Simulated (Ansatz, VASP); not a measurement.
**One calculation of AlN, two programs**

File INCAR:

```
ALGO = Normal
EDIFF = 1E-6
ENCUT = 520
GGA = PS
ISIF = 2
ISMEAR = 0
LASPH = T
LCHARG = F
LREAL = F
LWAVE = F
NBANDS = 16
NELM = 100
PREC = Accurate
SIGMA = 0.05
```

Contents of KPOINTS:

```
k-points
0
Gamma
  9 9 6
```

File POSCAR:

```
AlN
1.0
    3.2043322161      0.0000000000      0.0000000000
   -1.6021661081      2.7750331013      0.0000000000
    0.0000000000      0.0000000000      4.8286600000
Al N
2 2
Direct
    0.3333333333      0.6666666667      0.0000000000
    0.6666666667      0.3333333333      0.5000000000
    0.3333333333      0.6666666667      0.3850000000
    0.6666666667      0.3333333333      0.8850000000
```

Input for Ansatz:

```yaml
crystal:
  lattice:
    - [3.2043322161, 0.0, 0.0]
    - [-1.6021661081, 2.7750331013, 0.0]
    - [0.0, 0.0, 4.82866]
  atoms:
    - { symbol: Al, position: [0.3333333333, 0.6666666667, 0.0] }
    - { symbol: Al, position: [0.6666666667, 0.3333333333, 0.5] }
    - { symbol: "N", position: [0.3333333333, 0.6666666667, 0.385] }
    - { symbol: "N", position: [0.6666666667, 0.3333333333, 0.885] }
basis:
  ecutwfc: 420
kpoints:
  mp_grid: { grid: [9, 9, 6] }
hamiltonian:
  xc: pbesol
scf:
  occupations: { method: gaussian, width: 0.05 }
output:
  forces: true
  stress: true
  eigenvalues: true
```

Change from the starting cell: strain +0.030 along x and y, -0.030 along z, atoms carried along.

Alike in both runs: task single point; functional PBEsol; k mesh 9 × 9 × 6; occupations gaussian, width 0.05 eV; no spin polarisation.

|  | VASP | Ansatz |
| --- | --- | --- |
| version | VASP 6.6.1 | Ansatz 0.2.0 |
| potentials or method | VASP PAW PBE potentials, release 64 (Al, N), cutoff 520 eV | scalar-relativistic, plane waves, PAW |
| valence electrons in the cell | 16 | 16 |

|  | VASP | Ansatz | Ansatz less VASP |
| --- | --- | --- | --- |
| gap on the k mesh at the Fermi level (eV) | 3.68 | 3.67 | -0.012 |
| least direct gap on the mesh (eV) | 3.68 | 3.67 | -0.012 |
| pressure (GPa) | -5.0 | -4.9 | +0.09 |
| traceless stress, the component that is largest in VASP (GPa) | 13.81 | 13.63 | -0.174 |
| rms of the force components (eV/Å) | 0.336 | 0.329 | -0.0064 |

VASP's potentials were made for PBE, not for PBEsol. Atom by atom the forces differ by 0.006 eV/Å (rms over components).
